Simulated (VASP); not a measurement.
Here is a VASP 6.6.1 calculation.

File INCAR:

```
SYSTEM = WC
  PREC = Accurate
  ENCUT = 520
  EDIFF = 1E-7
  ISMEAR = -1
  SIGMA = 0.05
  LREAL = .FALSE.
  LASPH = .TRUE.
  NELM = 80
  ALGO = Normal
  ISIF = 2
  LWAVE = .FALSE.
  LCHARG = .TRUE.
  GGA = RE
  IVDW = 12
  LELF = .TRUE.
  LVHAR = .TRUE.
  NBANDS = 16
```

Contents of KPOINTS:

```
Automatic mesh
0
G
  10 10 6
  0 0 0
```

POSCAR

```
WC
1.0
    1.4715228148     -2.5412036854      0.0000000000
    1.4715228148      2.5412036854      0.0000000000
    0.0000000000      0.0000000000      3.0038945811
W C
1 1
Direct
    0.5000000000      0.5000000000      0.5000000000
    0.0000000000      0.0000000000      0.0000000000
```

Potentials or basis: VASP PAW PBE potentials, release 64 (W_sv, C).

Command:

```console
$ cat potpaw_PBE.64/W_sv/POTCAR potpaw_PBE.64/C/POTCAR > POTCAR
$ mpirun -np 1 vasp_std > vasp.out
```

(1) Predict the dispersion energy per atom.

(2) Predict the pressure.

(3) Estimate the band gap on the k mesh.

## Answers

(1) -0.796 eV.

(2) 0.7 GPa.

(3) zero (band 9 reaches 13.30 eV, above the bottom of band 10 at 9.93 eV).

Caveat: the PAW data sets were made with another functional, which shifts forces and pressure a little; spin-orbit coupling is left out, which moves the levels of the heavy elements; pairwise dispersion overbinds metals, which lowers pressure and volume.
